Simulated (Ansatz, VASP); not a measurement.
# Al2O3: VASP beside Ansatz

Contents of INCAR:

```
SYSTEM = Al2O3
ALGO = Normal ; EDIFF = 1E-7
ENCUT = 520 ; GGA = CA
ISIF = 2 ; ISMEAR = -1
LASPH = .TRUE. ; LCHARG = .FALSE.
LREAL = .FALSE. ; LWAVE = .FALSE.
NBANDS = 35 ; NELM = 80
PREC = Accurate ; SIGMA = 0.05
```

KPOINTS

```
k-points
0
G
  7 7 7
  0 0 0
```

The input POSCAR:

```
Al2O3
1.0
    2.3802500000      1.3742379782      4.3318666667
   -2.3802500000      1.3742379782      4.3318666667
    0.0000000000     -2.7484759565      4.3318666667
Al O
4 6
Direct
    0.8521600000      0.8521600000      0.8521600000
    0.6478400000      0.6478400000      0.6478400000
    0.1478400000      0.1478400000      0.1478400000
    0.3521600000      0.3521600000      0.3521600000
    0.0566800000      0.7500000000      0.4433200000
    0.7500000000      0.4433200000      0.0566800000
    0.4433200000      0.0566800000      0.7500000000
    0.9433200000      0.2500000000      0.5566800000
    0.2500000000      0.5566800000      0.9433200000
    0.5566800000      0.9433200000      0.2500000000
```

The input input.yaml:

```yaml
crystal:
  lattice:
    - [2.38025, 1.3742379782, 4.3318666667]
    - [-2.38025, 1.3742379782, 4.3318666667]
    - [0.0, -2.7484759565, 4.3318666667]
  atoms:
    - { symbol: Al, position: [0.85216, 0.85216, 0.85216] }
    - { symbol: Al, position: [0.64784, 0.64784, 0.64784] }
    - { symbol: Al, position: [0.14784, 0.14784, 0.14784] }
    - { symbol: Al, position: [0.35216, 0.35216, 0.35216] }
    - { symbol: O, position: [0.05668, 0.75, 0.44332] }
    - { symbol: O, position: [0.75, 0.44332, 0.05668] }
    - { symbol: O, position: [0.44332, 0.05668, 0.75] }
    - { symbol: O, position: [0.94332, 0.25, 0.55668] }
    - { symbol: O, position: [0.25, 0.55668, 0.94332] }
    - { symbol: O, position: [0.55668, 0.94332, 0.25] }
hamiltonian:
  xc: lda
  pseudopotentials: { kind: paw }
kpoints:
  mp_grid: { grid: [7, 7, 7] }
  band_path:
    path:
      - [[0.0, 0.0, 0.0], [0.5, 0.0, 0.0], [0.5, 0.2337604794, -0.2337604794]]
      - [[0.7662395206, 0.5, 0.2337604794], [0.5, 0.5, 0.5], [0.0, 0.0, 0.0], [0.3668802397, 0.0, -0.3668802397]]
      - [[0.6331197603, 0.3668802397, 0.0], [0.5, 0.5, 0.0], [0.6331197603, 0.6331197603, 0.2337604794], [0.5, 0.5, 0.5]]
      - [[0.5, 0.0, 0.0], [0.7662395206, 0.3668802397, 0.3668802397]]
    npoints: 10
scf:
  occupations: { method: fermi_dirac, width: 0.05 }
  n_extra_bands: 25
output:
  forces: true
  stress: true
  eigenvalues: true
  fatbands: true
```

Alike in both runs: functional LDA; k mesh 7 × 7 × 7; occupations fermi-dirac, width 0.05 eV; no spin polarisation.

```csv
,VASP,Ansatz
version,VASP 6.6.1,Ansatz 0.2.0
potentials or method,"VASP PAW LDA potentials, release 64 (Al, O)",Ansatz PAW
plane-wave cutoff (eV),520,420
valence electrons in the cell,48,48
task,single point,band structure
```

|  | VASP | Ansatz | Ansatz less VASP |
| --- | --- | --- | --- |
| gap on the k mesh at the Fermi level (eV) | 6.17 | 6.16 | -0.006 |
| least direct gap on the mesh (eV) | 6.17 | 6.16 | -0.006 |
| pressure (GPa) | -4.5 | -5.3 | -0.77 |
| traceless stress, the component that is largest in VASP (GPa) | -0.28 | -0.13 | +0.147 |
| rms of the force components (eV/Å) | 0.059 | 0.053 | -0.0065 |

LDA's correlation is that of Perdew and Zunger in VASP and of Perdew and Wang (1992) in Ansatz. Atom by atom the forces differ by 0.007 eV/Å (rms over components).

Noted on Ansatz's run: Pulay correction over one GPa.
